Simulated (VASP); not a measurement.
A run of VASP 6.6.1 is set up as follows.

The input INCAR:

```
PREC = Accurate
ENCUT = 520
EDIFF = 1E-6
ISMEAR = 0
SIGMA = 0.1
LREAL = F
LASPH = T
NELM = 80
ALGO = Normal
ISIF = 2
LWAVE = F
LCHARG = F
GGA = PE
NBANDS = 50
```

The input KPOINTS:

```
Automatic mesh
0
Gamma
  4 4 4
```

File POSCAR:

```
Sn3PbO4
1.0
    5.5254299486      0.0000000000      0.0000000000
    0.0000000000      5.5254299486      0.0000000000
   -2.7627149743     -2.7627149743      5.1893261566
Sn Pb O
3 1 4
Direct
    0.1420083257      0.1420083257      0.2840166515
    0.8596840368      0.3596840368      0.7193680735
    0.3596840368      0.8596840368      0.7193680735
    0.6264791797      0.6264791797      0.2529583593
    0.0074457045      0.4986265060      0.5060722105
    0.4986265060      0.0074457045      0.5060722105
    0.4986265060      0.4986265060      0.5060722105
    0.0074457045      0.0074457045      0.5060722105
```

Potentials or basis: VASP PAW PBE potentials, release 64 (Sn_d, Pb_d, O).

The run is started by

```console
$ cat potpaw_PBE.64/Sn_d/POTCAR potpaw_PBE.64/Pb_d/POTCAR potpaw_PBE.64/O/POTCAR > POTCAR
$ mpirun -np 1 vasp_std > vasp.out
```

Task: Predict the largest force.

Result: 0.074 eV/Å.

Task: Predict the band gap on the k mesh.

Result: 0.75 eV, indirect (least direct gap 1.85 eV).

Task: Estimate the pressure.

Result: 0.2 GPa.

Forces in eV/Å, atoms in the order of the input:
```
Sn   0.000  0.000 -0.070
Sn   0.000  0.000  0.074
Sn   0.000  0.000  0.074
Pb   0.000  0.000 -0.045
O   -0.002  0.002 -0.008
O    0.002 -0.002 -0.008
O    0.002  0.002 -0.008
O   -0.002 -0.002 -0.008
```

Caveat: spin-orbit coupling is left out, which moves the levels of the heavy elements. A k mesh can miss the band edges.
